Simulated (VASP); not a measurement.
# TaRu5 (P4/mmm) in VASP: single point with PBE

Aim: the single point of TaRu5 with PBE.

Everything below comes from runs of VASP 6.6.1. Logs are shortened: lines on timing, memory, paths and dates and some standing lists are left out, and cuts for length are marked.

## (1) The cell of the first run

Symmetry: P4/mmm, No. 123, tetragonal system. The conventional cell has a = 2.759 Å, b = 2.759 Å, c = 11.512 Å, α = 90.00°, β = 90.00°, γ = 90.00°. Ta (site symmetry 4/mmm) has 4 Ta at 2.76 Å and 8 Ru at 2.86 Å within 3.6 Å. Within 3.5 Å of Ru (site symmetry 4mm) lie 8 Ru at 2.64 to 2.76 Å and 4 Ta at 2.86 Å. Within 3.5 Å of Ru (site symmetry 4mm) lie 12 Ru at 2.64 to 2.76 Å. Ru (site symmetry 4/mmm) has 12 Ru at 2.72 to 2.76 Å within 3.6 Å.

## (2) Single point, PBE, collinear spin, ferromagnetic start

Contents of INCAR:

```
  PREC = Accurate
  ENCUT = 500
  EDIFF = 1E-6
  ISMEAR = 0
  SIGMA = 0.1
  LREAL = False
  LASPH = True
  NELM = 200
  ALGO = Normal
  ISIF = 2
  LWAVE = False
  LCHARG = True
  ISPIN = 2
  MAGMOM = 0 1 1 1 1 1
  LORBIT = 11
  LMAXMIX = 4
  GGA = PE
  LELF = True
  LVHAR = True
  NBANDS = 54
  GGA_COMPAT = False
```

Contents of KPOINTS:

```
regular mesh
0
Gamma
  6 6 2
```

Contents of POSCAR:

```
TaRu5
1.0
    2.7585893050      0.0000000000      0.0000000000
    0.0000000000      2.7585893050      0.0000000000
    0.0000000000      0.0000000000     11.5116491216
Ta Ru
1 5
Direct
    0.5000000000      0.5000000000      0.5000000000
    0.0000000000      0.0000000000      0.6812026931
    0.5000000000      0.5000000000      0.8354782488
    0.0000000000      0.0000000000      0.0000000000
    0.5000000000      0.5000000000      0.1645217512
    0.0000000000      0.0000000000      0.3187973069
```

Potentials or basis: VASP PAW PBE potentials, release 64 (Ta_pv, Ru_pv).

Launch:

```sh
$ cat potpaw_PBE.64/Ta_pv/POTCAR potpaw_PBE.64/Ru_pv/POTCAR > POTCAR
$ mpirun -np 1 vasp_std > vasp.out
```

OUTCAR:

```text
PREC = Accurate
   ENCUT = 500
   EDIFF = 1E-6
   ISMEAR = 0
   LREAL = False
   LASPH = True
   NELM = 200
   ISIF = 2
   ISPIN = 2
   LORBIT = 11
   GGA = PE

 ion  position               nearest neighbor table
   1  0.500  0.500  0.500-   2 2.86   6 2.86   2 2.86   6 2.86   2 2.86   6 2.86   2 2.86   6 2.86

   2  0.000  0.000  0.681-   3 2.64   3 2.64   3 2.64   3 2.64   1 2.86   1 2.86   1 2.86   1 2.86

   3  0.500  0.500  0.835-   2 2.64   2 2.64   2 2.64   2 2.64   4 2.72   4 2.72   4 2.72   4 2.72

   4  0.000  0.000  0.000-   3 2.72   5 2.72   3 2.72   5 2.72   3 2.72   5 2.72   3 2.72   5 2.72

   5  0.500  0.500  0.165-   6 2.64   6 2.64   6 2.64   6 2.64   4 2.72   4 2.72   4 2.72   4 2.72

   6  0.000  0.000  0.319-   5 2.64   5 2.64   5 2.64   5 2.64   1 2.86   1 2.86   1 2.86   1 2.86

  LATTYP: Found a simple tetragonal cell.
 ALAT       =     2.7585893050
 C/A-ratio  =     4.1730202828

  Lattice vectors:

 A1 = (   2.7585893050,   0.0000000000,   0.0000000000)
 A2 = (   0.0000000000,   2.7585893050,   0.0000000000)
 A3 = (   0.0000000000,   0.0000000000,  11.5116491216)

Analysis of symmetry for initial positions (statically):
=====================================================================
 Subroutine PRICEL returns:
 Original cell was already a primitive cell.

 Routine SETGRP: Setting up the symmetry group for a
 simple tetragonal supercell.

 Subroutine GETGRP returns: Found 16 space group operations
 (whereof 16 operations were pure point group operations)
 out of a pool of 16 trial point group operations.

The static configuration has the point symmetry D_4h.

Analysis of symmetry for dynamics (positions and initial velocities):
=====================================================================
 Subroutine PRICEL returns:
 Original cell was already a primitive cell.

 Routine SETGRP: Setting up the symmetry group for a
 simple tetragonal supercell.

 Subroutine GETGRP returns: Found 16 space group operations
 (whereof 16 operations were pure point group operations)
 out of a pool of 16 trial point group operations.

The dynamic configuration has the point symmetry D_4h.

Analysis of structural, dynamic, and magnetic symmetry:
=====================================================================
 Subroutine PRICEL returns:
 Original cell was already a primitive cell.

 Routine SETGRP: Setting up the symmetry group for a
 simple tetragonal supercell.

 Subroutine GETGRP returns: Found 16 space group operations
 (whereof 16 operations were pure point group operations)
 out of a pool of 16 trial point group operations.

The overall configuration has the point symmetry D_4h.

 Subroutine INISYM returns: Found 16 space group operations
 (whereof 16 operations are pure point group operations),
 and found     1 'primitive' translations

----------------------------------------------------------------------------------------

                                     Primitive cell

  volume of cell :      87.6015

  direct lattice vectors                    reciprocal lattice vectors
     2.758589305  0.000000000  0.000000000     0.362504124  0.000000000  0.000000000
     0.000000000  2.758589305  0.000000000     0.000000000  0.362504124  0.000000000
     0.000000000  0.000000000 11.511649122     0.000000000  0.000000000  0.086868527

  length of vectors
     2.758589305  2.758589305 11.511649122     0.362504124  0.362504124  0.086868527

  position of ions in fractional coordinates (direct lattice)
     0.500000000  0.500000000  0.500000000
     0.000000000  0.000000000  0.681202693
     0.500000000  0.500000000  0.835478249
     0.000000000  0.000000000  0.000000000
     0.500000000  0.500000000  0.164521751
     0.000000000  0.000000000  0.318797307

  ion indices of the primitive-cell ions
   primitive index   ion index
                 1           1
                 2           2
                 3           3
                 4           4
                 5           5
                 6           6

----------------------------------------------------------------------------------------

 KPOINTS: regular mesh

Automatic generation of k-mesh.
 Grid dimensions read from file:
 generate k-points for:    6    6    2

 Generating k-lattice:

  Cartesian coordinates                     Fractional coordinates (reciprocal lattice)
     0.060417354  0.000000000  0.000000000     0.166666667  0.000000000  0.000000000
     0.000000000  0.060417354  0.000000000     0.000000000  0.166666667  0.000000000
     0.000000000  0.000000000  0.043434263     0.000000000  0.000000000  0.500000000

  Length of vectors
     0.060417354  0.060417354  0.043434263

  Shift w.r.t. Gamma in fractional coordinates (k-lattice)
     0.000000000  0.000000000  0.000000000

 Subroutine IBZKPT returns following result:
 ===========================================

 Found     20 irreducible k-points:

 Following reciprocal coordinates:
            Coordinates               Weight
  0.000000  0.000000  0.000000      1.000000
  0.166667  0.000000  0.000000      4.000000
  0.333333  0.000000  0.000000      4.000000
  0.500000  0.000000  0.000000      2.000000
  0.166667  0.166667  0.000000      4.000000
  0.333333  0.166667  0.000000      8.000000
[... 12 lines left out ...]
  0.500000  0.333333  0.500000      4.000000
  0.500000  0.500000  0.500000      1.000000
   k-points           NKPTS =     20   k-points in BZ     NKDIM =     20   number of bands    NBANDS=     54
   number of dos      NEDOS =    301   number of ions     NIONS =      6
   total plane-waves  NPLWV =  33600
   dimension x,y,z NGX =    20 NGY =   20 NGZ =   84
   dimension x,y,z NGXF=    40 NGYF=   40 NGZF=  168
   ions per type =               1   5
   NGX,Y,Z   is equivalent  to a cutoff of  12.05, 12.05, 12.13 a.u.
   NGXF,Y,Z  is equivalent  to a cutoff of  24.11, 24.11, 24.26 a.u.
 SYSTEM =  unknown system
   PREC   = accura    normal or accurate (medium, high low for compatibility)
   ISTART =      0    job   : 0-new  1-cont  2-samecut
   ICHARG =      2    charge: 1-file 2-atom 10-const
   ISPIN  =      2    spin polarized calculation?
   LNONCOLLINEAR =      F non collinear calculations
   LSORBIT =      F    spin-orbit coupling
   LASPH  =      T    aspherical Exc in radial PAW
   ENCUT  =  500.0 eV  36.75 Ry    6.06 a.u.   5.03  5.03 20.99*2*pi/ulx,y,z
   NELM   =    200;   NELMIN=  2; NELMDL= -5     # of ELM steps
   EDIFF  = 0.1E-05   stopping-criterion for ELM
   LREAL  =      F    real-space projection
   EDIFFG = 0.1E-04   stopping-criterion for IOM
   NSW    =      0    number of steps for IOM
   IBRION =     -1    ionic relax: 0-MD 1-quasi-New 2-CG
   NFREE  =      0    steps in history (QN), initial steepest desc. (CG)
   ISIF   =      2    stress and relaxation
   ISYM   =      2    0-nonsym 1-usesym 2-fastsym
   POTIM  = 0.5000    time-step for ionic-motion
   TEBEG  =    0.0;   TEEND  =   0.0 temperature during run
   PSTRESS=    0.0 pullay stress
   NELECT =      81.0000    total number of electrons
   NUPDOWN=      -1.0000    fix difference up-down
   EMIN   =  10.00;   EMAX   =-10.00  energy-range for DOS
   EFERMI =   0.00;   METHOD = LEGACY
   ISMEAR =     0;   SIGMA  =   0.10  broadening in eV -4-tet -1-fermi 0-gaus
   EFERMI_NEDOS =   21; number of points for ismear=-14 and -15
   IALGO  =     38    algorithm
   IMIX   =      4    mixing-type and parameters
     AMIX     =   0.40;   BMIX     =  1.00
     AMIX_MAG =   1.60;   BMIX_MAG =  1.00
  volume/ion in A,a.u.               =      14.60        98.53
  Fermi-wavevector in a.u.,A,eV,Ry     =   1.594897  3.013918 34.609088  2.543696
  Thomas-Fermi vector in A             =   2.692900
   LORBIT       =     11    0 simple, 1 ext, 2 COOP (PROOUT), +10 PAW based schemes
   GGA     = PE    functional components
   LHFCALC =     F    Hartree Fock is set to
   AEXX    =    0.0000 exact exchange contribution
   IVDW    =     0    specifies the selected vdW correction
   LEPSILON=     F    determine dielectric tensor
   LRPA    =     F    only Hartree local field effects (RPA)
 spin polarized calculation
 Gauss-broadening in eV      SIGMA  =   0.10
  energy-cutoff  :      500.00
  volume of cell :       87.60
 maximum number of plane-waves:      2250
   NGX = 11   NGY = 11   NGZ = 41

 number of electron      80.9999996 magnetization       0.0038432

 number of electron      80.9999996 magnetization      -0.0001560

 Free energy of the ion-electron system (eV)
  ---------------------------------------------------
  ext. energy  EPLUGINS =         0.00000000
  ---------------------------------------------------
  free energy    TOTEN  =       -57.64217416 eV

  energy without entropy =      -57.60719699  energy(sigma->0) =      -57.62468558

 E-fermi :  10.9437     XC(G=0): -13.6871

 val. band max:       10.9406261213   @ k =   0.0000   0.0000   0.0000
 cond. band min:      10.9535791493   @ k =   0.3333   0.3333   0.0000
 fundamental gap:      0.0129530280
 Fermi energy:        10.9436546663

 spin component 1

 k-point     1 :       0.0000    0.0000    0.0000
  band No.  band energies     occupation
      1     -32.2769      1.00000
      2     -32.1510      1.00000
      3     -31.8912      1.00000
      4     -31.8912      1.00000
      5     -31.8484      1.00000
      6     -31.8484      1.00000
[... 44 lines left out ...]
     51      14.9080      0.00000
     52      15.3039      0.00000

 k-point     2 :       0.1667    0.0000    0.0000
  band No.  band energies     occupation
      1     -32.2372      1.00000
      2     -32.1769      1.00000
      3     -32.0511      1.00000
      4     -31.9901      1.00000
      5     -31.8639      1.00000
      6     -31.8289      1.00000
[... 44 lines left out ...]
     51      14.7477      0.00000
     52      15.4087      0.00000
[... 933 lines left out ...]
     51      16.3320      0.00000
     52      17.9323      0.00000

 k-point    20 :       0.5000    0.5000    0.5000
  band No.  band energies     occupation
      1     -32.3503      1.00000
      2     -32.3503      1.00000
      3     -32.2751      1.00000
      4     -32.2751      1.00000
      5     -31.9245      1.00000
      6     -31.9245      1.00000
[... 44 lines left out ...]
     51      16.8023      0.00000
     52      19.2846      0.00000
 Fermi energy:        10.9436546663

 spin component 2

 k-point     1 :       0.0000    0.0000    0.0000
  band No.  band energies     occupation
      1     -32.2768      1.00000
      2     -32.1510      1.00000
      3     -31.8912      1.00000
      4     -31.8912      1.00000
      5     -31.8484      1.00000
      6     -31.8484      1.00000
[... 44 lines left out ...]
     51      14.9080      0.00000
     52      15.3038      0.00000

 k-point     2 :       0.1667    0.0000    0.0000
  band No.  band energies     occupation
      1     -32.2371      1.00000
      2     -32.1769      1.00000
      3     -32.0511      1.00000
      4     -31.9901      1.00000
      5     -31.8639      1.00000
      6     -31.8288      1.00000
[... 44 lines left out ...]
     51      14.7477      0.00000
     52      15.4086      0.00000
[... 933 lines left out ...]
     51      16.3321      0.00000
     52      17.9322      0.00000

 k-point    20 :       0.5000    0.5000    0.5000
  band No.  band energies     occupation
      1     -32.3502      1.00000
      2     -32.3502      1.00000
      3     -32.2751      1.00000
      4     -32.2751      1.00000
      5     -31.9244      1.00000
      6     -31.9244      1.00000
[... 44 lines left out ...]
     51      16.8023      0.00000
     52      19.2845      0.00000
 [bands above 52 left out]

------------------------ aborting loop because EDIFF is reached ----------------------------------------

  FORCE on cell =-STRESS in cart. coord.  units (eV):
  Direction    XX          YY          ZZ          XY          YZ          ZX
  --------------------------------------------------------------------------------------
  -------------------------------------------------------------------------------------
  Total       -0.0860528     -0.0860528      0.0412816      0.0000000      0.0000000      0.0000000
  in kB       -1.5738527     -1.5738527      0.7550139      0.0000000      0.0000000      0.0000000
  external PRESSURE =      -0.7975638 kB  Pullay stress =       0.0000000 kB

 VOLUME and BASIS-vectors are now :
 -----------------------------------------------------------------------------
  energy-cutoff  :      500.00
  volume of cell :       87.60
      direct lattice vectors                 reciprocal lattice vectors
     2.758589305  0.000000000  0.000000000     0.362504124  0.000000000  0.000000000
     0.000000000  2.758589305  0.000000000     0.000000000  0.362504124  0.000000000
     0.000000000  0.000000000 11.511649122     0.000000000  0.000000000  0.086868527

 POSITION                                       TOTAL-FORCE (eV/Angst)
 -----------------------------------------------------------------------------------
      1.37929      1.37929      5.75582         0.000000      0.000000      0.000000
      0.00000      0.00000      7.84177         0.000000      0.000000      0.038034
      1.37929      1.37929      9.61773         0.000000      0.000000      0.018814
      0.00000      0.00000      0.00000         0.000000      0.000000      0.000000
      1.37929      1.37929      1.89392         0.000000      0.000000     -0.018814
      0.00000      0.00000      3.66988        -0.000000      0.000000     -0.038034
 -----------------------------------------------------------------------------------
    total drift:                               -0.000000     -0.000000      0.000000

  FREE ENERGIE OF THE ION-ELECTRON SYSTEM (eV)
  ---------------------------------------------------
  free  energy   TOTEN  =       -57.6421741641 eV

  energy  without entropy=      -57.6071969909  energy(sigma->0) =      -57.62468558

 total charge

# of ion       s       p       d       tot
------------------------------------------
    1        0.387   6.199   2.348   8.934
    2        0.405   6.298   5.958  12.661
    3        0.398   6.296   5.910  12.603
    4        0.386   6.268   5.917  12.570
    5        0.398   6.296   5.910  12.603
    6        0.405   6.298   5.958  12.661
--------------------------------------------------
tot          2.379  37.654  32.000  72.033

 magnetization (x)

# of ion       s       p       d       tot
------------------------------------------
    1       -0.000  -0.000  -0.000  -0.000
    2        0.000  -0.000  -0.000  -0.000
    3       -0.000  -0.000   0.000   0.000
    4       -0.000   0.000   0.000   0.000
    5       -0.000  -0.000   0.000   0.000
    6        0.000  -0.000  -0.000  -0.000
--------------------------------------------------
tot         -0.000  -0.000   0.000   0.000
```

Run time: 8.8 min. Hardware: 1 thread of AMD EPYC 7R13, shared host; peak memory 0.25 GiB.

Results:

| Property | Result |
| --- | --- |
| Free energy | -57.6422 eV |
| Pressure | -0.1 GPa |
| Largest force | 0.038 eV/Å |
| Net moment | 0.00 μB per cell |
| Valence electrons inside the program's atomic spheres | Ta 8.93; Ru 12.66, 12.60, 12.57 |

Forces in eV/Å, atoms in the order of the input:
```
Ta   0.000  0.000  0.000
Ru   0.000  0.000  0.038
Ru   0.000  0.000  0.019
Ru   0.000  0.000  0.000
Ru   0.000  0.000 -0.019
Ru   0.000  0.000 -0.038
```

Levels at points of the mesh, in eV from the Fermi level:
Spin up:
```
           k point  band 39  band 40  band 41  band 42  band 43  band 44
(0.00, 0.00, 0.00)    -0.41    -0.15     0.00     0.58     0.58     0.58
(0.50, 0.00, 0.00)    -0.28    -0.20    -0.11     0.03     0.10     0.46
(0.50, 0.50, 0.00)     1.73     1.73     1.82     1.94     2.02     2.02
(0.00, 0.00, 0.50)    -0.40    -0.17    -0.14     0.19     0.19     0.60
(0.50, 0.00, 0.50)    -0.98    -0.60     0.63     0.66     1.02     1.08
(0.50, 0.50, 0.50)     1.15     1.21     1.57     1.73     1.73     1.94
```
Spin down:
```
           k point  band 39  band 40  band 41  band 42  band 43  band 44
(0.00, 0.00, 0.00)    -0.41    -0.15     0.00     0.58     0.58     0.58
(0.50, 0.00, 0.00)    -0.28    -0.20    -0.11     0.03     0.10     0.46
(0.50, 0.50, 0.00)     1.73     1.73     1.82     1.94     2.02     2.02
(0.00, 0.00, 0.50)    -0.40    -0.17    -0.14     0.19     0.19     0.60
(0.50, 0.00, 0.50)    -0.98    -0.60     0.63     0.66     1.02     1.08
(0.50, 0.50, 0.50)     1.15     1.21     1.57     1.73     1.73     1.94
```

Caveat: the k points lie up to 0.38 Å⁻¹ apart; spin-orbit coupling is left out, which moves the levels of the heavy elements.
